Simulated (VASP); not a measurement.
# PbSe (I4/mmm) in VASP: notebook, part 2 of 2

VASP 6.6.1.

### 3 Single point, PBE (equal xx and yy strain of -1 %)

Contents of INCAR:

```
  PREC = Accurate
  ENCUT = 520
  EDIFF = 1E-7
  ISMEAR = -1
  SIGMA = 0.01
  LREAL = F
  LASPH = T
  NELM = 60
  ALGO = Normal
  ISIF = 2
  LWAVE = F
  LCHARG = F
  GGA = PE
  NBANDS = 17
```

Contents of KPOINTS:

```
Automatic mesh
0
Gamma
  9 9 9
```

Contents of POSCAR:

```
PbSe
1.0
    0.0000000000      3.0315285000      3.0621500000
    3.0315285000      0.0000000000      3.0621500000
    3.0315285000      3.0315285000      0.0000000000
Pb Se
1 1
Direct
    0.0000000000      0.0000000000      0.0000000000
    0.5000000000      0.5000000000      0.5000000000
```

Potentials or basis: VASP PAW PBE potentials, release 64 (Pb_d, Se).

Command:

```sh
> cat potpaw_PBE.64/Pb_d/POTCAR potpaw_PBE.64/Se/POTCAR > POTCAR
> mpirun -np 1 vasp_std > vasp.out
```

OUTCAR:

```text
PREC = Accurate
   ENCUT = 520
   EDIFF = 1E-7
   ISMEAR = -1
   LREAL = F
   LASPH = T
   NELM = 60
   ISIF = 2
   GGA = PE

 ion  position               nearest neighbor table
   1  0.000  0.000  0.000-   2 3.03   2 3.03   2 3.03   2 3.03   2 3.06   2 3.06
   2  0.500  0.500  0.500-   1 3.03   1 3.03   1 3.03   1 3.03   1 3.06   1 3.06

  LATTYP: Found a body centered tetragonal cell.
 ALAT       =     4.2872287194
 C/A-ratio  =     1.4284985479

  Lattice vectors:

 A1 = (  -3.0315285000,   0.0000000000,   3.0621500000)
 A2 = (   3.0315285000,   0.0000000000,   3.0621500000)
 A3 = (   0.0000000000,   3.0315285000,  -3.0621500000)

Analysis of symmetry for initial positions (statically):
=====================================================================
 Subroutine PRICEL returns:
 Original cell was already a primitive cell.

 Routine SETGRP: Setting up the symmetry group for a
 body centered tetragonal supercell.

 Subroutine GETGRP returns: Found 16 space group operations
 (whereof 16 operations were pure point group operations)
[... 156 lines left out ...]
  ---------------------------------------------------
  ext. energy  EPLUGINS =         0.00000000
  ---------------------------------------------------
  free energy    TOTEN  =        -8.15689365 eV

  energy without entropy =       -8.15689365  energy(sigma->0) =       -8.15689365

 E-fermi :   5.3936     XC(G=0):  -9.6167

 val. band max:        5.1223346328   @ k =   0.4444   0.0000   0.0000
 cond. band min:       5.7894719797   @ k =   0.4444   0.0000   0.0000
 fundamental gap:      0.6671373469
 Fermi energy:         5.3935863698

 k-point     1 :       0.0000    0.0000    0.0000
  band No.  band energies     occupation
      1     -11.5674      2.00000
      2     -11.5674      2.00000
      3     -11.5666      2.00000
      4     -11.5649      2.00000
      5     -11.5608      2.00000
      6      -8.4534      2.00000
[... 457 lines left out ...]
      4     -11.5218      2.00000
      5     -11.5218      2.00000
      6      -7.0373      2.00000
[... 9 lines left out ...]
     16      16.9795      0.00000
     17      17.8863      0.00000

 [... further k-points ...]
[... 5 lines left out ...]
  --------------------------------------------------------------------------------------
  -------------------------------------------------------------------------------------
  Total        1.3979030      1.3979030      0.9120496      0.0000000      0.0000000      0.0000000
  in kB       39.7931066     39.7931066     25.9626655      0.0000000      0.0000000      0.0000000
  external PRESSURE =      35.1829595 kB  Pullay stress =       0.0000000 kB

 VOLUME and BASIS-vectors are now :
 -----------------------------------------------------------------------------
  energy-cutoff  :      520.00
  volume of cell :       56.28
      direct lattice vectors                 reciprocal lattice vectors
     0.000000000  3.031528500  3.062150000    -0.164933300  0.164933300  0.163283967
     3.031528500  0.000000000  3.062150000     0.164933300 -0.164933300  0.163283967
     3.031528500  3.031528500  0.000000000     0.164933300  0.164933300 -0.163283967

 POSITION                                       TOTAL-FORCE (eV/Angst)
 -----------------------------------------------------------------------------------
      0.00000      0.00000      0.00000        -0.000000     -0.000000      0.000000
      3.03153      3.03153      3.06215         0.000000      0.000000     -0.000000
 -----------------------------------------------------------------------------------
    total drift:                                0.000000     -0.000000     -0.000000

  FREE ENERGIE OF THE ION-ELECTRON SYSTEM (eV)
  ---------------------------------------------------
  free  energy   TOTEN  =        -8.1568936452 eV

  energy  without entropy=       -8.1568936452  energy(sigma->0) =       -8.15689365
```

OSZICAR:

```text
N       E                     dE             d eps       ncg     rms          rms(c)
DAV:   1     0.158911653118E+03    0.15891E+03   -0.96078E+03  2566   0.121E+03
DAV:   2     0.327012557019E+01   -0.15564E+03   -0.15018E+03  2699   0.310E+02
DAV:   3    -0.815431308133E+01   -0.11424E+02   -0.11355E+02  3255   0.897E+01
DAV:   4    -0.842401355500E+01   -0.26970E+00   -0.26950E+00  3198   0.153E+01
DAV:   5    -0.843329189528E+01   -0.92783E-02   -0.92777E-02  3540   0.277E+00    0.281E+00
DAV:   6    -0.815906557250E+01    0.27423E+00   -0.66632E-01  4041   0.572E+00    0.162E+00
DAV:   7    -0.815394413170E+01    0.51214E-02   -0.11771E-01  3157   0.167E+00    0.866E-01
DAV:   8    -0.815719875057E+01   -0.32546E-02   -0.12416E-02  3163   0.123E+00    0.146E-01
DAV:   9    -0.815683671249E+01    0.36204E-03   -0.25575E-03  4040   0.509E-01    0.487E-02
DAV:  10    -0.815688728986E+01   -0.50577E-04   -0.21731E-04  3024   0.849E-02    0.182E-02
DAV:  11    -0.815689365914E+01   -0.63693E-05   -0.62876E-05  3531   0.788E-02    0.908E-03
DAV:  12    -0.815689361776E+01    0.41378E-07   -0.34136E-06  3264   0.130E-02    0.261E-03
DAV:  13    -0.815689364518E+01   -0.27417E-07   -0.12690E-07  2750   0.375E-03
   1 F= -.81568936E+01 E0= -.81568936E+01  d E =-.102375E-13
```

stdout:

```text
POSCAR found type information on POSCAR PbSe
 POSCAR found :  2 types and       2 ions
 scaLAPACK will be used
 LDA part: xc-table for (Slater+PW92), standard interpolation
 POSCAR, INCAR and KPOINTS ok, starting setup
 FFT: planning ... GRIDC
 FFT: planning ... GRID_SOFT
 FFT: planning ... GRID
 WAVECAR not read
 entering main loop
```

It took 1.9 min on 1 thread of AMD EPYC 7R13, shared host; peak memory 0.19 GiB.

Results:

| Property | Result |
| --- | --- |
| Free energy | -8.1569 eV |
| Pressure | 3.5 GPa |
| Band gap on the k mesh | 0.67 eV |

Caveat: the cell differs from its parent crystal (equal xx and yy strain of -1 %); the cell stands under pressure; spin-orbit coupling is left out, which moves the levels of the heavy elements. A k mesh can miss the band edges.
